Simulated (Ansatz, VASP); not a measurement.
# Two plane-wave programs on GeCl2

```
CELL_PARAMETERS angstrom
0.00000 5.81621 5.81621
5.81621 0.00000 5.81621
5.81621 5.81621 0.00000
ATOMIC_POSITIONS crystal
Ge 0.25000 0.25000 0.25000
Ge 0.00000 0.00000 0.00000
Cl 0.12500 0.12500 0.12500
Cl 0.12500 0.12500 0.62500
Cl 0.12500 0.62500 0.12500
Cl 0.62500 0.12500 0.12500
```

Alike in both runs: task single point; functional PBE; k mesh 6 × 6 × 6; occupations gaussian, width 0.02 eV; no spin polarisation.

|  | VASP | Ansatz |
| --- | --- | --- |
| version | VASP 6.6.1 | Ansatz 0.2.0 |
| potentials or method | VASP PAW PBE potentials, release 64 (Ge_d, Cl), cutoff 520 eV | scalar-relativistic, plane waves, PAW |
| valence electrons in the cell | 56 | 56 |

|  | VASP | Ansatz | Ansatz less VASP |
| --- | --- | --- | --- |
| gap on the k mesh at the Fermi level (eV) | 0.62 | 0.62 | -0.003 |
| least direct gap on the mesh (eV) | 0.62 | 0.62 | -0.003 |
| pressure (GPa) | 0.0 | 0.0 | +0.02 |

The functional is the same, so the differences come from potentials, cutoffs and numerics. Ansatz's warnings: xc potential rough in thin density.
